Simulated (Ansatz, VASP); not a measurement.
# Two plane-wave programs on Si

File POSCAR:

```
Si
1.0
   -2.6290009028      0.0000000000      0.0000000000
   -1.3145004514     -2.2767815684      0.0000000000
   -1.3143690014     -0.7588512967      9.9751962900
Si
4
Direct
   -0.2916375000     -0.2916375000      0.8750000000
   -0.0416625000     -0.0416625000      0.1250000000
   -0.1249875000     -0.1249875000      0.3750000000
   -0.2083125000     -0.2083125000      0.6250000000
```

The input INCAR.step1:

```
SYSTEM = Si
ALGO = Normal
EDIFF = 1E-4
ENCUT = 520
GGA = PE
ISMEAR = 0
LASPH = .TRUE.
LCHARG = .FALSE.
LREAL = .FALSE.
LWAVE = .TRUE.
NBANDS = 16
NELM = 100
PREC = Accurate
SIGMA = 0.15
```

INCAR.step2

```
SYSTEM = Si
ALGO = Normal
EDIFF = 1E-6
ENCUT = 520
ISIF = 2
ISMEAR = 0
ISTART = 1
LASPH = .TRUE.
LCHARG = .TRUE.
LELF = .TRUE.
LMIXTAU = .TRUE.
LREAL = .FALSE.
LVHAR = .TRUE.
LWAVE = .FALSE.
METAGGA = R2SCAN
NBANDS = 16
NELM = 100
PREC = Accurate
SIGMA = 0.15
```

The input KPOINTS:

```
k-points
0
G
  26 26 6
  0 0 0
```

Input for Ansatz:

```yaml
crystal:
  lattice:
    - [-2.6290009028, 0.0, 0.0]
    - [-1.3145004514, -2.2767815684, 0.0]
    - [-1.3143690014, -0.7588512967, 9.97519629]
  atoms:
    - { symbol: Si, position: [-0.2916375, -0.2916375, 0.875] }
    - { symbol: Si, position: [-0.0416625, -0.0416625, 0.125] }
    - { symbol: Si, position: [-0.1249875, -0.1249875, 0.375] }
    - { symbol: Si, position: [-0.2083125, -0.2083125, 0.625] }
basis:
  ecutwfc: 500
kpoints:
  mp_grid: { grid: [26, 26, 6] }
hamiltonian:
  xc: r2scan
scf:
  occupations: { method: gaussian, width: 0.15 }
output:
  forces: true
  stress: true
  eigenvalues: true
```

Alike in both runs: task single point; functional r2SCAN; k mesh 26 × 26 × 6; occupations gaussian, width 0.15 eV; no spin polarisation.

|  | VASP | Ansatz |
| --- | --- | --- |
| version | VASP 6.6.1 | Ansatz 0.2.0 |
| potentials or method | VASP PAW PBE potentials, release 64 (Si), cutoff 520 eV | scalar-relativistic, plane waves, PAW |
| valence electrons in the cell | 16 | 16 |

|  | VASP | Ansatz | Ansatz less VASP |
| --- | --- | --- | --- |
| gap on the k mesh at the Fermi level (eV) | none | none | - |
| pressure (GPa) | -1.4 | -1.4 | +0.02 |
| traceless stress, the component that is largest in VASP (GPa) | -0.46 | -0.44 | +0.023 |
| rms of the force components (eV/Å) | 0.046 | 0.048 | +0.0016 |

VASP's potentials were made for PBE, not for r2SCAN. Atom by atom the forces differ by 0.002 eV/Å (rms over components). A gap of «none» marks a metal or a gap that the smearing closes. With one functional, cell and mesh, what is left measures potentials, basis and numerics.
